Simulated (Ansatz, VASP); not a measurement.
**Two plane-wave programs on PbO**

POSCAR

```
PbO
1.0
    3.1793716482      0.0000000000      0.0000000000
    0.0000000000      3.1793716482      0.0000000000
    0.0000000000      0.0000000000      3.1793716482
Pb O
1 1
Direct
    0.0000000000      0.0000000000      0.0000000000
    0.5000000000      0.5000000000      0.5000000000
```

Contents of INCAR.step1:

```
  PREC = Accurate
  ENCUT = 520
  EDIFF = 1E-5
  ISMEAR = 1
  SIGMA = 0.5
  LREAL = F
  LASPH = T
  NELM = 80
  ALGO = Normal
  ISIF = 2
  LWAVE = T
  LCHARG = F
  GGA = PE
  NBANDS = 17
```

INCAR.step2

```
  PREC = Accurate
  ENCUT = 520
  EDIFF = 1E-6
  ISMEAR = 1
  SIGMA = 0.5
  LREAL = F
  LASPH = T
  NELM = 80
  ALGO = Normal
  ISIF = 2
  LWAVE = F
  LCHARG = F
  GGA = PE
  LHFCALC = T
  HFSCREEN = 0.2079
  PRECFOCK = Normal
  ISTART = 1
  NBANDS = 17
```

The input KPOINTS:

```
regular mesh
0
Gamma
  4 4 4
```

Input for Ansatz:

```yaml
crystal:
  lattice:
    - [3.1793716482, 0.0, 0.0]
    - [0.0, 3.1793716482, 0.0]
    - [0.0, 0.0, 3.1793716482]
  atoms:
    - { symbol: Pb, position: [0.0, 0.0, 0.0] }
    - { symbol: O, position: [0.5, 0.5, 0.5] }
kpoints:
  mp_grid: { grid: [4, 4, 4] }
hamiltonian:
  xc: hse06
scf:
  occupations: { method: methfessel_paxton, width: 0.5 }
  n_extra_bands: 4
output:
  forces: true
  stress: true
  eigenvalues: true
```

Alike in both runs: task single point; functional HSE06; k mesh 4 × 4 × 4; occupations methfessel-paxton of order 1, width 0.5 eV; no spin polarisation.

|  | VASP | Ansatz |
| --- | --- | --- |
| version | VASP 6.6.1 | Ansatz 0.2.0 |
| potentials or method | VASP PAW PBE potentials, release 64 (Pb_d, O) | plane waves |
| plane-wave cutoff (eV) | 520 | 420 |
| valence electrons in the cell | 20 | 20 |

```tsv
	VASP	Ansatz	Ansatz less VASP
pressure (GPa)	-1.1	-1.1	-0.01
```

The functional is the same, so the differences come from potentials, cutoffs and numerics. Ansatz's warnings: stress exchange threshold loose, stress scf threshold loose.

The k mesh is coarse, so the values compare programs but aren't converged. Spin-orbit coupling is off throughout.
